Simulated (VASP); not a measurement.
Nb: single point with r2SCAN

Crystal: Nb.

```xyz
1
Lattice="0.0000 2.1679 2.0093 2.1679 0.0000 2.0093 2.1679 2.1679 0.0000" Properties=species:S:1:pos:R:3 pbc="T T T"
Nb    0.0000    0.0000    0.0000
```

This cell differs from its parent crystal: strain +0.025 along x and y, -0.050 along z.

```
Program             : VASP 6.6.1
Task                : single point
Functional          : r2SCAN
Potentials or basis : VASP PAW PBE potentials, release 64 (Nb_sv)
Cutoff              : 520 eV
k mesh              : 20 × 20 × 20
Occupations         : gaussian, width 0.15 eV
Spin                : no spin polarisation
```

| Property | Result |
| --- | --- |
| Pressure | -3.1 GPa |

Stress tensor (GPa, compression positive):
```
  2.25   0.00   0.00
  0.00   2.25   0.00
  0.00   0.00 -13.77
```

Levels at points of the mesh, in eV from the Fermi level:
```tsv
k point	band 2	band 3	band 4	band 5	band 6	band 7	band 8	band 9	band 10	band 11
(0.00, 0.00, 0.00)	-31.21	-31.21	-31.21	-6.53	-0.06	-0.06	0.87	2.36	3.53	12.39
(0.50, 0.00, 0.00)	-32.46	-31.43	-31.30	-3.97	-0.45	0.65	1.31	4.67	5.20	11.04
(0.50, 0.50, 0.00)	-32.36	-31.75	-31.75	-4.13	-3.52	4.66	4.94	5.44	5.44	11.14
(0.50, 0.00, 0.50)	-32.37	-31.68	-31.51	-4.13	-3.33	3.19	4.92	5.06	5.79	11.68
```

Run time: 15 min on 1 thread of AMD EPYC 7R43 64-Core Processor (Zen 3), with other jobs on the host, peak memory 0.22 GiB.

Caveat: the cell differs from its parent crystal (strain +0.025 along x and y, -0.050 along z); the PAW data sets were made with another functional, which shifts forces and pressure a little.
